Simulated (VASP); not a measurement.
# Sn (Immm) in VASP: single point with PBEsol

Aim: the single point of Sn with PBEsol.

Everything below comes from runs of VASP 6.6.1. Logs are shortened: lines on timing, memory, paths and dates and some standing lists are left out, and cuts for length are marked.

## (1) The cell of the first run

Symmetry: Immm, No. 71, orthorhombic system. The conventional cell has a = 3.539 Å, b = 3.640 Å, c = 4.911 Å, α = 90.00°, β = 90.00°, γ = 90.00°. Sn (site symmetry mmm) has 12 Sn at 3.53 to 3.64 Å within 4.6 Å.

## (2) Single point, PBEsol (strain +0.025 along x and y, +0.050 along z)

Input file INCAR:

```
PREC = Accurate ; ENCUT = 520
EDIFF = 1E-6 ; ISMEAR = 0
SIGMA = 0.15 ; LREAL = F
LASPH = T ; NELM = 100
ALGO = Fast ; ISIF = 2
LWAVE = F ; LCHARG = F
GGA = PS ; NBANDS = 13
```

Input file KPOINTS:

```
regular mesh
0
Gamma
  20 20 20
```

Input file POSCAR:

```
Sn
1.0
   -1.7697024750      1.8199356750      2.4552591000
    1.7697024750     -1.8199356750      2.4552591000
    1.7697024750      1.8199356750     -2.4552591000
Sn
1
Direct
    0.0000000000      0.0000000000      0.0000000000
```

Potentials or basis: VASP PAW PBE potentials, release 64 (Sn_d).

Started as:

```bash
> cat potpaw_PBE.64/Sn_d/POTCAR > POTCAR
> mpirun -np 1 vasp_std > vasp.out
```

OUTCAR:

```text
PREC = Accurate
   ENCUT = 520
   EDIFF = 1E-6
   ISMEAR = 0
   LREAL = F
   LASPH = T
   NELM = 100
   ISIF = 2
   GGA = PS

 ion  position               nearest neighbor table
   1  0.000  0.000  0.000-

  LATTYP: Found a body centered orthorhombic cell.
 ALAT       =     3.5394049500
 B/A-ratio  =     1.0283851103
 C/A-ratio  =     1.3873852440

  Lattice vectors:

 A1 = (  -1.7697024750,   1.8199356750,   2.4552591000)
 A2 = (   1.7697024750,  -1.8199356750,   2.4552591000)
 A3 = (   1.7697024750,   1.8199356750,  -2.4552591000)

Analysis of symmetry for initial positions (statically):
=====================================================================
 Subroutine PRICEL returns:
 Original cell was already a primitive cell.

 Routine SETGRP: Setting up the symmetry group for a
 body centered orthorhombic supercell.

 Subroutine GETGRP returns: Found  8 space group operations
 (whereof  8 operations were pure point group operations)
 out of a pool of  8 trial point group operations.

The static configuration has the point symmetry D_2h.

Analysis of symmetry for dynamics (positions and initial velocities):
=====================================================================
 Subroutine PRICEL returns:
 Original cell was already a primitive cell.

 Routine SETGRP: Setting up the symmetry group for a
 body centered orthorhombic supercell.

 Subroutine GETGRP returns: Found  8 space group operations
 (whereof  8 operations were pure point group operations)
 out of a pool of  8 trial point group operations.

The dynamic configuration has the point symmetry D_2h.

 Subroutine INISYM returns: Found  8 space group operations
 (whereof  8 operations are pure point group operations),
 and found     1 'primitive' translations

----------------------------------------------------------------------------------------

                                     Primitive cell

  volume of cell :      31.6311

  direct lattice vectors                    reciprocal lattice vectors
    -1.769702475  1.819935675  2.455259100     0.000000000  0.274734985  0.203644495
     1.769702475 -1.819935675  2.455259100     0.282533368  0.000000000  0.203644495
     1.769702475  1.819935675 -2.455259100     0.282533368  0.274734985  0.000000000

  length of vectors
     3.531615772  3.531615772  3.531615772     0.341980105  0.348276017  0.394086812

  position of ions in fractional coordinates (direct lattice)
     0.000000000  0.000000000  0.000000000

  ion indices of the primitive-cell ions
   primitive index   ion index
                 1           1

----------------------------------------------------------------------------------------

 KPOINTS: regular mesh

Automatic generation of k-mesh.
 Grid dimensions read from file:
 generate k-points for:   20   20   20

 Generating k-lattice:

  Cartesian coordinates                     Fractional coordinates (reciprocal lattice)
     0.000000000  0.013736749  0.010182225     0.050000000 -0.000000000  0.000000000
     0.014126668  0.000000000  0.010182225     0.000000000  0.050000000  0.000000000
     0.014126668  0.013736749  0.000000000     0.000000000 -0.000000000  0.050000000

  Length of vectors
     0.017099005  0.017413801  0.019704341

  Shift w.r.t. Gamma in fractional coordinates (k-lattice)
     0.000000000  0.000000000  0.000000000

 Subroutine IBZKPT returns following result:
 ===========================================

 Found   1166 irreducible k-points:

 Following reciprocal coordinates:
            Coordinates               Weight
  0.000000  0.000000  0.000000      1.000000
  0.050000  0.000000  0.000000      4.000000
  0.100000 -0.000000  0.000000      4.000000
  0.150000  0.000000 -0.000000      4.000000
  0.200000 -0.000000  0.000000      4.000000
  0.250000  0.000000 -0.000000      4.000000
[... 16 lines left out ...]
 -0.450000  0.050000  0.000000      8.000000
 -0.400000  0.050000  0.000000      8.000000
 [... further k-points ...]
   k-points           NKPTS =   1166   k-points in BZ     NKDIM =   1166   number of bands    NBANDS=     13
   number of dos      NEDOS =    301   number of ions     NIONS =      1
   total plane-waves  NPLWV =  21952
   dimension x,y,z NGX =    28 NGY =   28 NGZ =   28
   dimension x,y,z NGXF=    56 NGYF=   56 NGZF=   56
   ions per type =               1
   NGX,Y,Z   is equivalent  to a cutoff of  13.18, 13.18, 13.18 a.u.
   NGXF,Y,Z  is equivalent  to a cutoff of  26.36, 26.36, 26.36 a.u.
 SYSTEM =  unknown system
   PREC   = accura    normal or accurate (medium, high low for compatibility)
   ISTART =      0    job   : 0-new  1-cont  2-samecut
   ICHARG =      2    charge: 1-file 2-atom 10-const
   ISPIN  =      1    spin polarized calculation?
   LNONCOLLINEAR =      F non collinear calculations
   LSORBIT =      F    spin-orbit coupling
   LASPH  =      T    aspherical Exc in radial PAW
   ENCUT  =  520.0 eV  38.22 Ry    6.18 a.u.   6.57  6.57  6.57*2*pi/ulx,y,z
   NELM   =    100;   NELMIN=  2; NELMDL= -5     # of ELM steps
   EDIFF  = 0.1E-05   stopping-criterion for ELM
   LREAL  =      F    real-space projection
   EDIFFG = 0.1E-04   stopping-criterion for IOM
   NSW    =      0    number of steps for IOM
   IBRION =     -1    ionic relax: 0-MD 1-quasi-New 2-CG
   NFREE  =      0    steps in history (QN), initial steepest desc. (CG)
   ISIF   =      2    stress and relaxation
   ISYM   =      2    0-nonsym 1-usesym 2-fastsym
   POTIM  = 0.5000    time-step for ionic-motion
   TEBEG  =    0.0;   TEEND  =   0.0 temperature during run
   PSTRESS=    0.0 pullay stress
   NELECT =      14.0000    total number of electrons
   NUPDOWN=      -1.0000    fix difference up-down
   EMIN   =  10.00;   EMAX   =-10.00  energy-range for DOS
   EFERMI =   0.00;   METHOD = LEGACY
   ISMEAR =     0;   SIGMA  =   0.15  broadening in eV -4-tet -1-fermi 0-gaus
   EFERMI_NEDOS =   21; number of points for ismear=-14 and -15
   IALGO  =     68    algorithm
   IMIX   =      4    mixing-type and parameters
     AMIX     =   0.40;   BMIX     =  1.00
     AMIX_MAG =   1.60;   BMIX_MAG =  1.00
  volume/ion in A,a.u.               =      31.63       213.46
  Fermi-wavevector in a.u.,A,eV,Ry     =   1.247612  2.357645 21.177963  1.556536
  Thomas-Fermi vector in A             =   2.381737
   LORBIT       =      0    0 simple, 1 ext, 2 COOP (PROOUT), +10 PAW based schemes
   GGA     = PS    functional components
   LHFCALC =     F    Hartree Fock is set to
   AEXX    =    0.0000 exact exchange contribution
   IVDW    =     0    specifies the selected vdW correction
   LEPSILON=     F    determine dielectric tensor
   LRPA    =     F    only Hartree local field effects (RPA)
 non-spin polarized calculation
 RMM-DIIS sequential band-by-band and
 Gauss-broadening in eV      SIGMA  =   0.15
  energy-cutoff  :      520.00
  volume of cell :       31.63
 maximum number of plane-waves:       879
   NGX = 13   NGY = 13   NGZ = 13

 number of electron      14.0000000 magnetization

 Free energy of the ion-electron system (eV)
  ---------------------------------------------------
  ext. energy  EPLUGINS =         0.00000000
  ---------------------------------------------------
  free energy    TOTEN  =        -4.11532786 eV

  energy without entropy =       -4.10921625  energy(sigma->0) =       -4.11227206

 E-fermi :   6.3010     XC(G=0):  -9.8101

 val. band max:        6.2946674057   @ k =   0.2000   0.3500   0.1000
 cond. band min:       6.3010969688   @ k =  -0.3000   0.4500   0.2500
 fundamental gap:      0.0064295631
 Fermi energy:         6.3010230106

 k-point     1 :       0.0000    0.0000    0.0000
  band No.  band energies     occupation
      1     -15.1466      2.00000
      2     -15.1357      2.00000
      3     -15.1296      2.00000
      4     -15.0978      2.00000
      5     -15.0827      2.00000
      6      -3.8573      2.00000
      7      12.5383      0.00000
      8      12.7223      0.00000
      9      13.0319      0.00000
     10      16.7252      0.00000
     11      16.8817      0.00000
     12      17.2319      0.00000
     13      17.5229      0.00000

 k-point     2 :       0.0500    0.0000    0.0000
  band No.  band energies     occupation
      1     -15.1457      2.00000
      2     -15.1344      2.00000
      3     -15.1292      2.00000
      4     -15.0976      2.00000
      5     -15.0827      2.00000
      6      -3.8132      2.00000
      7      12.0894      0.00000
      8      12.6200      0.00000
      9      12.9569      0.00000
     10      16.2270      0.00000
     11      17.1734      0.00000
     12      17.6281      0.00000
     13      17.9922      0.00000

 k-point     3 :       0.1000   -0.0000    0.0000
  band No.  band energies     occupation
      1     -15.1435      2.00000
      2     -15.1310      2.00000
      3     -15.1280      2.00000
      4     -15.0966      2.00000
      5     -15.0828      2.00000
      6      -3.6811      2.00000
      7      10.9548      0.00000
      8      12.4891      0.00000
      9      12.7572      0.00000
     10      15.8761      0.00000
     11      17.4510      0.00000
     12      17.9096      0.00000
     13      18.8195      0.00000
[... 305 lines left out ...]
 k-point    23 :      -0.4500    0.0500    0.0000
  band No.  band energies     occupation
      1     -15.1340      2.00000
      2     -15.1322      2.00000
      3     -15.1270      2.00000
      4     -15.0524      2.00000
      5     -15.0420      2.00000
      6      -0.8093      2.00000
      7       2.9685      2.00000
      8      10.9507      0.00000
      9      11.2858      0.00000
     10      15.1862      0.00000
     11      15.8520      0.00000
     12      16.8298      0.00000
     13      17.4863      0.00000

 k-point    24 :      -0.4000    0.0500    0.0000
  band No.  band energies     occupation
      1     -15.1341      2.00000
      2     -15.1306      2.00000
      3     -15.1259      2.00000
      4     -15.0578      2.00000
      5     -15.0483      2.00000
      6      -1.3588      2.00000
      7       3.8523      2.00000
      8      11.1029      0.00000
      9      11.3136      0.00000
     10      15.1770      0.00000
     11      15.9907      0.00000
     12      17.0705      0.00000
     13      17.7799      0.00000

 [... further k-points ...]

------------------------ aborting loop because EDIFF is reached ----------------------------------------

  FORCE on cell =-STRESS in cart. coord.  units (eV):
  Direction    XX          YY          ZZ          XY          YZ          ZX
  --------------------------------------------------------------------------------------
  -------------------------------------------------------------------------------------
  Total       -1.2391592     -1.2950298     -1.2535175      0.0000000      0.0000000      0.0000000
  in kB      -62.7659439    -65.5959052    -63.4932239      0.0000000      0.0000000      0.0000000
  external PRESSURE =     -63.9516910 kB  Pullay stress =       0.0000000 kB

 VOLUME and BASIS-vectors are now :
 -----------------------------------------------------------------------------
  energy-cutoff  :      520.00
  volume of cell :       31.63
      direct lattice vectors                 reciprocal lattice vectors
    -1.769702475  1.819935675  2.455259100     0.000000000  0.274734985  0.203644495
     1.769702475 -1.819935675  2.455259100     0.282533368  0.000000000  0.203644495
     1.769702475  1.819935675 -2.455259100     0.282533368  0.274734985  0.000000000

 POSITION                                       TOTAL-FORCE (eV/Angst)
 -----------------------------------------------------------------------------------
      0.00000      0.00000      0.00000         0.000000      0.000000      0.000000
 -----------------------------------------------------------------------------------
    total drift:                               -0.000000     -0.000000     -0.000000

  FREE ENERGIE OF THE ION-ELECTRON SYSTEM (eV)
  ---------------------------------------------------
  free  energy   TOTEN  =        -4.1153278645 eV

  energy  without entropy=       -4.1092162526  energy(sigma->0) =       -4.11227206
```

Wall time 3 min (1 thread of Intel Xeon 6975P-C (Granite Rapids), shared host); peak memory 0.52 GiB.

Results:

| Quantity | Value |
| --- | --- |
| Free energy | -4.1153 eV |
| Pressure | -6.4 GPa |
| Band gap on the k mesh | zero (bands 7 and 8 overlap by 7.95 eV) |

Caveat: the cell differs from its parent crystal (strain +0.025 along x and y, +0.050 along z); the cell stands under tension; the PAW data sets were made with another functional, which shifts forces and pressure a little; spin-orbit coupling is left out, which moves the levels of the heavy elements.
